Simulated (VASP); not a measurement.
# As (Fd-3m) in VASP: a series of runs

Runs on As. Level: PBEsol. Tasks: density of states.

All numbers are computed with VASP 6.6.1; they aren't measurements. Logs are shortened: lines on timing, memory, paths and dates and some standing lists are left out, and cuts for length are marked.

### Step 1. The cell of the first run

The structure is cubic, space group Fd-3m (No. 227). The conventional cell has a = 4.600 Å, b = 4.600 Å, c = 4.600 Å, α = 90.00°, β = 90.00°, γ = 90.00°. As (site symmetry -43m) has 4 As at 1.99 Å within 2.6 Å.

### Step 2. Density of states, PBEsol (volume scaled by 0.45)

The input, POSCAR:

```
As
1.0
    0.0000000000      2.2998931366      2.2998931366
    2.2998931366      0.0000000000      2.2998931366
    2.2998931366      2.2998931366      0.0000000000
As
2
Direct
   -0.1250000000     -0.1250000000     -0.1250000000
    0.1250000000      0.1250000000      0.1250000000
```

The input, INCAR.step1:

```
PREC = Accurate
ENCUT = 520
EDIFF = 1E-6
ISMEAR = -1
SIGMA = 0.08
LREAL = F
LASPH = T
NELM = 60
ALGO = Normal
ISIF = 2
LWAVE = F
LCHARG = T
GGA = PS
NBANDS = 12
```

The input, KPOINTS.step1:

```
regular mesh
0
Gamma
  11 11 11
```

The input, INCAR.step2:

```
PREC = Accurate
ENCUT = 520
EDIFF = 1E-6
ISMEAR = -5
SIGMA = 0.08
LREAL = F
LASPH = T
NELM = 60
ALGO = Normal
ISIF = 2
LWAVE = F
LCHARG = F
GGA = PS
LORBIT = 11
NBANDS = 12
NEDOS = 1001
ICHARG = 11
```

The input, KPOINTS.step2:

```
regular mesh
0
Gamma
  17 17 17
```

Potentials or basis: VASP PAW PBE potentials, release 64 (As).

On the command line:

```bash
cat potpaw_PBE.64/As/POTCAR > POTCAR
cp INCAR.step1 INCAR
cp KPOINTS.step1 KPOINTS
mpirun -np 1 vasp_std > vasp.out
cp INCAR.step2 INCAR
cp KPOINTS.step2 KPOINTS
mpirun -np 1 vasp_std > vasp.out
```

OUTCAR:

```text
PREC = Accurate
   ENCUT = 520
   EDIFF = 1E-6
   ISMEAR = -5
   LREAL = F
   LASPH = T
   NELM = 60
   ISIF = 2
   GGA = PS
   LORBIT = 11
   ICHARG = 11

 ion  position               nearest neighbor table
   1  0.875  0.875  0.875-   2 1.99   2 1.99   2 1.99   2 1.99
   2  0.125  0.125  0.125-   1 1.99   1 1.99   1 1.99   1 1.99

  LATTYP: Found a face centered cubic cell.
 ALAT       =     4.5997862732

  Lattice vectors:

 A1 = (   0.0000000000,   2.2998931366,   2.2998931366)
 A2 = (   2.2998931366,   0.0000000000,   2.2998931366)
 A3 = (   2.2998931366,   2.2998931366,   0.0000000000)

Analysis of symmetry for initial positions (statically):
=====================================================================
 Subroutine PRICEL returns:
 Original cell was already a primitive cell.

 Routine SETGRP: Setting up the symmetry group for a
 face centered cubic supercell.

 Subroutine GETGRP returns: Found 48 space group operations
 (whereof 12 operations were pure point group operations)
 out of a pool of 48 trial point group operations.

The static configuration has the point symmetry D_3d.
 The point group associated with its full space group is O_h .

Analysis of symmetry for dynamics (positions and initial velocities):
=====================================================================
 Subroutine PRICEL returns:
 Original cell was already a primitive cell.

 Routine SETGRP: Setting up the symmetry group for a
 face centered cubic supercell.

 Subroutine GETGRP returns: Found 48 space group operations
 (whereof 12 operations were pure point group operations)
 out of a pool of 48 trial point group operations.

The dynamic configuration has the point symmetry D_3d.
 The point group associated with its full space group is O_h .

 Subroutine INISYM returns: Found 48 space group operations
 (whereof 12 operations are pure point group operations),
 and found     1 'primitive' translations

----------------------------------------------------------------------------------------

                                     Primitive cell

  volume of cell :      24.3306

  direct lattice vectors                    reciprocal lattice vectors
     0.000000000  2.299893137  2.299893137    -0.217401405  0.217401405  0.217401405
     2.299893137  0.000000000  2.299893137     0.217401405 -0.217401405  0.217401405
     2.299893137  2.299893137  0.000000000     0.217401405  0.217401405 -0.217401405

  length of vectors
     3.252540066  3.252540066  3.252540066     0.376550280  0.376550280  0.376550280

  position of ions in fractional coordinates (direct lattice)
     0.875000000  0.875000000  0.875000000
     0.125000000  0.125000000  0.125000000

  ion indices of the primitive-cell ions
   primitive index   ion index
                 1           1
                 2           2

----------------------------------------------------------------------------------------

 KPOINTS: regular mesh

Automatic generation of k-mesh.
 Grid dimensions read from file:
 generate k-points for:   17   17   17

 Generating k-lattice:

  Cartesian coordinates                     Fractional coordinates (reciprocal lattice)
    -0.012788318  0.012788318  0.012788318     0.058823529  0.000000000  0.000000000
     0.012788318 -0.012788318  0.012788318     0.000000000  0.058823529  0.000000000
     0.012788318  0.012788318 -0.012788318     0.000000000  0.000000000  0.058823529

  Length of vectors
     0.022150016  0.022150016  0.022150016

  Shift w.r.t. Gamma in fractional coordinates (k-lattice)
     0.000000000  0.000000000  0.000000000

 TETIRR: Found    693 inequivalent tetrahedra from    29478

 Subroutine IBZKPT returns following result:
 ===========================================

 Found    165 irreducible k-points:

 Following reciprocal coordinates:
            Coordinates               Weight
  0.000000  0.000000  0.000000      1.000000
  0.058824  0.000000  0.000000      8.000000
  0.117647  0.000000  0.000000      8.000000
  0.176471  0.000000  0.000000      8.000000
  0.235294  0.000000  0.000000      8.000000
  0.294118  0.000000  0.000000      8.000000
[... 16 lines left out ...]
 -0.176471  0.058824  0.000000     24.000000
 -0.117647  0.058824  0.000000     24.000000
 [... further k-points ...]
   k-points           NKPTS =    165   k-points in BZ     NKDIM =    165   number of bands    NBANDS=     12
   number of dos      NEDOS =   1001   number of ions     NIONS =      2
   total plane-waves  NPLWV =  13824
   dimension x,y,z NGX =    24 NGY =   24 NGZ =   24
   dimension x,y,z NGXF=    48 NGYF=   48 NGZF=   48
   ions per type =               2
   NGX,Y,Z   is equivalent  to a cutoff of  12.27, 12.27, 12.27 a.u.
   NGXF,Y,Z  is equivalent  to a cutoff of  24.53, 24.53, 24.53 a.u.
 SYSTEM =  unknown system
   PREC   = accura    normal or accurate (medium, high low for compatibility)
   ISTART =      0    job   : 0-new  1-cont  2-samecut
   ICHARG =     11    charge: 1-file 2-atom 10-const
   ISPIN  =      1    spin polarized calculation?
   LNONCOLLINEAR =      F non collinear calculations
   LSORBIT =      F    spin-orbit coupling
   LASPH  =      T    aspherical Exc in radial PAW
   ENCUT  =  520.0 eV  38.22 Ry    6.18 a.u.   6.05  6.05  6.05*2*pi/ulx,y,z
   NELM   =     60;   NELMIN=  2; NELMDL=  0     # of ELM steps
   EDIFF  = 0.1E-05   stopping-criterion for ELM
   LREAL  =      F    real-space projection
   EDIFFG = 0.1E-04   stopping-criterion for IOM
   NSW    =      0    number of steps for IOM
   IBRION =     -1    ionic relax: 0-MD 1-quasi-New 2-CG
   NFREE  =      0    steps in history (QN), initial steepest desc. (CG)
   ISIF   =      2    stress and relaxation
   ISYM   =      2    0-nonsym 1-usesym 2-fastsym
   POTIM  = 0.5000    time-step for ionic-motion
   TEBEG  =    0.0;   TEEND  =   0.0 temperature during run
   PSTRESS=    0.0 pullay stress
   NELECT =      10.0000    total number of electrons
   NUPDOWN=      -1.0000    fix difference up-down
   EMIN   =  10.00;   EMAX   =-10.00  energy-range for DOS
   EFERMI =   0.00;   METHOD = LEGACY
   ISMEAR =    -5;   SIGMA  =   0.08  broadening in eV -4-tet -1-fermi 0-gaus
   EFERMI_NEDOS =   21; number of points for ismear=-14 and -15
   IALGO  =     38    algorithm
   IMIX   =      4    mixing-type and parameters
     AMIX     =   0.40;   BMIX     =  1.00
     AMIX_MAG =   1.60;   BMIX_MAG =  1.00
  volume/ion in A,a.u.               =      12.17        82.10
  Fermi-wavevector in a.u.,A,eV,Ry     =   1.217187  2.300149 20.157620  1.481543
  Thomas-Fermi vector in A             =   2.352515
   LORBIT       =     11    0 simple, 1 ext, 2 COOP (PROOUT), +10 PAW based schemes
   GGA     = PS    functional components
   LHFCALC =     F    Hartree Fock is set to
   AEXX    =    0.0000 exact exchange contribution
   IVDW    =     0    specifies the selected vdW correction
   LEPSILON=     F    determine dielectric tensor
   LRPA    =     F    only Hartree local field effects (RPA)
 non-spin polarized calculation
 Fermi weights with tetrahedron method with Bloechl corrections
  energy-cutoff  :      520.00
  volume of cell :       24.33
 maximum number of plane-waves:       667

 number of electron       9.9999997 magnetization

 Free energy of the ion-electron system (eV)
  ---------------------------------------------------
  ext. energy  EPLUGINS =         0.00000000
  ---------------------------------------------------
  free energy    TOTEN  =         0.13544967 eV

  energy without entropy =        0.13544967  energy(sigma->0) =        0.13544967

 E-fermi :  13.5808     XC(G=0): -12.5949

 val. band max:       13.7643660085   @ k =  -0.1176   0.1176   0.0000
 cond. band min:      13.5436931914   @ k =  -0.1176   0.0588   0.0000
 fundamental gap:     -0.2206728171
 Fermi energy:        13.5807706376

 k-point     1 :       0.0000    0.0000    0.0000
  band No.  band energies     occupation
      1      -9.1728      2.00000
      2       9.5980      2.00000
      3       9.5980      2.00000
      4       9.5980      2.00000
      5      12.9724      2.00000
      6      12.9724      2.00001
      7      12.9724      2.00001
      8      15.1728      0.00000
      9      19.1734      0.00000
     10      21.8495      0.00000
     11      21.8495      0.00000
     12      23.8801      0.00000

 k-point     2 :       0.0588    0.0000    0.0000
  band No.  band energies     occupation
      1      -9.1038      2.00000
      2       8.7728      2.00000
      3       9.4328      2.00000
      4       9.4328      2.00000
      5      13.1832      2.00000
      6      13.1832      2.30155
      7      13.1971      2.01913
      8      15.6096      0.00000
      9      19.5107      0.00000
     10      21.3325      0.00000
     11      21.3325      0.00000
     12      23.6231      0.00000

 k-point     3 :       0.1176    0.0000    0.0000
  band No.  band energies     occupation
      1      -8.8975      2.00000
      2       7.1338      2.00000
      3       9.0442      2.00000
      4       9.0442      2.00000
      5      13.2129      2.00000
      6      13.6811      0.17241
      7      13.6811      0.10270
      8      16.7798      0.00000
      9      20.3601      0.00000
     10      20.5881      0.00000
     11      20.5881      0.00000
     12      23.1990      0.00000

 k-point     4 :       0.1765    0.0000    0.0000
  band No.  band energies     occupation
      1      -8.5561      2.00000
      2       5.3365      2.00000
      3       8.5907      2.00000
      4       8.5907      2.00000
      5      12.9929      2.00000
      6      14.2194     -0.01310
      7      14.2194      0.00000
      8      18.1350      0.00000
      9      20.1338      0.00000
     10      20.1338      0.00000
     11      20.9476      0.00000
     12      23.5978      0.00000

 k-point     5 :       0.2353    0.0000    0.0000
  band No.  band energies     occupation
      1      -8.0848      2.00000
      2       3.5682      2.00000
      3       8.1612      2.00000
      4       8.1612      2.00000
      5      12.7289      2.00000
      6      14.5814      0.00000
      7      14.5814      0.00000
      8      19.2548      0.00000
      9      20.1758      0.00000
     10      20.1758      0.00000
     11      20.9393      0.00000
     12      25.3227      0.00000
[... 228 lines left out ...]
      1      -7.2153      2.00000
      2       1.4135      2.00000
      3       6.8648      2.00000
      4       7.9185      2.00000
      5      12.8571      2.02118
      6      14.5083      0.00000
      7      14.8836      0.00000
      8      19.2760      0.00000
      9      20.2665      0.00000
     10      21.4003      0.00000
     11      23.3183      0.00000
     12      28.2134      0.00000

 k-point    22 :      -0.2353    0.0588    0.0000
  band No.  band energies     occupation
      1      -7.8399      2.00000
      2       3.0200      2.00000
      3       7.1394      2.00000
      4       8.3377      2.00000
      5      13.0738      2.06465
      6      14.3604      0.00000
      7      14.9793      0.00000
      8      18.7926      0.00000
      9      19.5423      0.00000
     10      21.2990      0.00000
     11      22.0634      0.00000
     12      26.0586      0.00000

 k-point    23 :      -0.1765    0.0588    0.0000
  band No.  band energies     occupation
      1      -8.3522      2.00000
      2       4.7388      2.00000
      3       7.5163      2.00000
      4       8.7893      2.00000
      5      13.3234      1.97439
      6      14.0016     -0.00035
      7      14.7479      0.00000
      8      18.1577      0.00000
      9      19.3722      0.00000
     10      21.0618      0.00000
     11      21.5686      0.00000
     12      24.2497      0.00000

 k-point    24 :      -0.1176    0.0588    0.0000
  band No.  band energies     occupation
      1      -8.7374      2.00000
      2       6.4887      2.00000
      3       7.9915      2.00000
      4       9.2094      2.00000
      5      13.5235      1.93765
      6      13.5437      0.20416
      7      14.1946      0.00000
      8      17.3077      0.00000
      9      19.7182      0.00000
     10      20.7880      0.00000
     11      21.0741      0.00000
     12      23.7170      0.00000

 [... further k-points ...]

------------------------ aborting loop because EDIFF is reached ----------------------------------------

  FORCE on cell =-STRESS in cart. coord.  units (eV):
  Direction    XX          YY          ZZ          XY          YZ          ZX
  --------------------------------------------------------------------------------------
  -------------------------------------------------------------------------------------
  Total       31.4375074     31.4375074     31.4375074     -0.0000000     -0.0000000     -0.0000000
  in kB     2070.1686161   2070.1686161   2070.1686161     -0.0000000     -0.0000000     -0.0000000
  external PRESSURE =    2070.1686161 kB  Pullay stress =       0.0000000 kB

 VOLUME and BASIS-vectors are now :
 -----------------------------------------------------------------------------
  energy-cutoff  :      520.00
  volume of cell :       24.33
      direct lattice vectors                 reciprocal lattice vectors
     0.000000000  2.299893137  2.299893137    -0.217401405  0.217401405  0.217401405
     2.299893137  0.000000000  2.299893137     0.217401405 -0.217401405  0.217401405
     2.299893137  2.299893137  0.000000000     0.217401405  0.217401405 -0.217401405

 POSITION                                       TOTAL-FORCE (eV/Angst)
 -----------------------------------------------------------------------------------
      4.02481      4.02481      4.02481        -0.000000     -0.000000     -0.000000
      0.57497      0.57497      0.57497         0.000000      0.000000      0.000000
 -----------------------------------------------------------------------------------
    total drift:                                0.000000      0.000000      0.000000

  FREE ENERGIE OF THE ION-ELECTRON SYSTEM (eV)
  ---------------------------------------------------
  free  energy   TOTEN  =         0.1354496669 eV

  energy  without entropy=        0.1354496669  energy(sigma->0) =        0.13544967

 total charge

# of ion       s       p       d       tot
------------------------------------------
    1        1.294   1.987   0.344   3.625
    2        1.294   1.987   0.344   3.625
--------------------------------------------------
tot          2.587   3.974   0.689   7.250
```

Run time: 19 s. Hardware: 1 thread of Intel Xeon Platinum 8488C (Sapphire Rapids), shared host; peak memory 0.16 GiB.

What came out:

```
Valence electrons inside the program's atomic spheres : As 3.62
```

Caveat: the cell differs from its parent crystal (volume scaled by 0.45); the PAW data sets were made with another functional, which shifts forces and pressure a little; tetrahedron occupations give inexact forces and stress in metals.

### Step 3. Density of states, PBEsol (volume scaled by 0.52)

The input, POSCAR:

```
As
1.0
    0.0000000000      2.4134479325      2.4134479325
    2.4134479325      0.0000000000      2.4134479325
    2.4134479325      2.4134479325      0.0000000000
As
2
Direct
   -0.1250000000     -0.1250000000     -0.1250000000
    0.1250000000      0.1250000000      0.1250000000
```

INCAR.step1, as its differences from that of step 2:

```diff
@@ -2,3 +2,3 @@
 ENCUT = 520
-EDIFF = 1E-6
+EDIFF = 1E-7
 ISMEAR = -1
```

The input, KPOINTS.step1:

```
Automatic mesh
0
Gamma
  11 11 11
```

INCAR.step2, as its differences from that of step 2:

```diff
@@ -2,3 +2,3 @@
 ENCUT = 520
-EDIFF = 1E-6
+EDIFF = 1E-7
 ISMEAR = -5
@@ -14,3 +14,2 @@
 LORBIT = 11
-NBANDS = 12
 NEDOS = 1001
```

The input, KPOINTS.step2:

```
Automatic mesh
0
Gamma
  17 17 17
```

Potentials or basis: VASP PAW PBE potentials, release 64 (As).

On the command line:

```bash
cat potpaw_PBE.64/As/POTCAR > POTCAR
cp INCAR.step1 INCAR
cp KPOINTS.step1 KPOINTS
mpirun -np 1 vasp_std > vasp.out
cp INCAR.step2 INCAR
cp KPOINTS.step2 KPOINTS
mpirun -np 1 vasp_std > vasp.out
```

Run time: 19 s. Hardware: 1 thread of Intel Xeon 6975P-C (Granite Rapids), shared host; peak memory 0.17 GiB.

Results (log left out):

```
Valence electrons inside the program's atomic spheres : As 3.34
```

Levels at points of the mesh, in eV from the Fermi level:
| k point | band 3 | band 4 | band 5 | band 6 | band 7 | band 8 |
| --- | --- | --- | --- | --- | --- | --- |
| (0.00, 0.00, 0.00) | -3.84 | -3.84 | -0.42 | -0.42 | -0.42 | -0.27 |

Caveat: the cell differs from its parent crystal (volume scaled by 0.52); the PAW data sets were made with another functional, which shifts forces and pressure a little; tetrahedron occupations give inexact forces and stress in metals.

### Step 4. Density of states, PBEsol

This run uses another cell than the first one, of 27.03 Å³/atom, 2.222 times its volume.

The input, POSCAR:

```
As
1.0
    0.0000000000      3.0012590729      3.0012590729
    3.0012590729      0.0000000000      3.0012590729
    3.0012590729      3.0012590729      0.0000000000
As
2
Direct
   -0.1250000000     -0.1250000000     -0.1250000000
    0.1250000000      0.1250000000      0.1250000000
```

The input, INCAR.step1:

```
  ALGO = Normal
  EDIFF = 1E-6
  ENCUT = 520
  GGA = PS
  ISIF = 2
  ISMEAR = -1
  LASPH = T
  LCHARG = T
  LREAL = F
  LWAVE = F
  NBANDS = 12
  NELM = 100
  PREC = Accurate
  SIGMA = 0.08
```

The input, KPOINTS.step1:

```
k-points
0
Gamma
  11 11 11
```

The input, INCAR.step2:

```
  ALGO = Normal
  EDIFF = 1E-6
  ENCUT = 520
  GGA = PS
  ICHARG = 11
  ISIF = 2
  ISMEAR = -5
  LASPH = T
  LCHARG = F
  LORBIT = 10
  LREAL = F
  LWAVE = F
  NBANDS = 12
  NEDOS = 1001
  NELM = 100
  PREC = Accurate
  SIGMA = 0.08
```

The input, KPOINTS.step2:

```
k-points
0
Gamma
  17 17 17
```

On the command line:

```bash
cat potpaw_PBE.64/As/POTCAR > POTCAR
cp INCAR.step1 INCAR
cp KPOINTS.step1 KPOINTS
mpirun -np 1 vasp_std > vasp.out
cp INCAR.step2 INCAR
cp KPOINTS.step2 KPOINTS
mpirun -np 1 vasp_std > vasp.out
```

Run time: 22 s. Hardware: 1 thread of Intel Xeon 6975P-C (Granite Rapids), shared host; peak memory 0.22 GiB.

It converged, with:

```yaml
Valence_electrons_inside_the_program's_atomic_spheres: As 2.68
```

Levels at points of the mesh, in eV from the Fermi level:
```csv
k point,band 3,band 4,band 5,band 6,band 7,band 8
"(0.00, 0.00, 0.00)",-2.17,-2.17,-2.17,0.62,0.62,0.62
```

Caveat: the PAW data sets were made with another functional, which shifts forces and pressure a little; tetrahedron occupations give inexact forces and stress in metals.
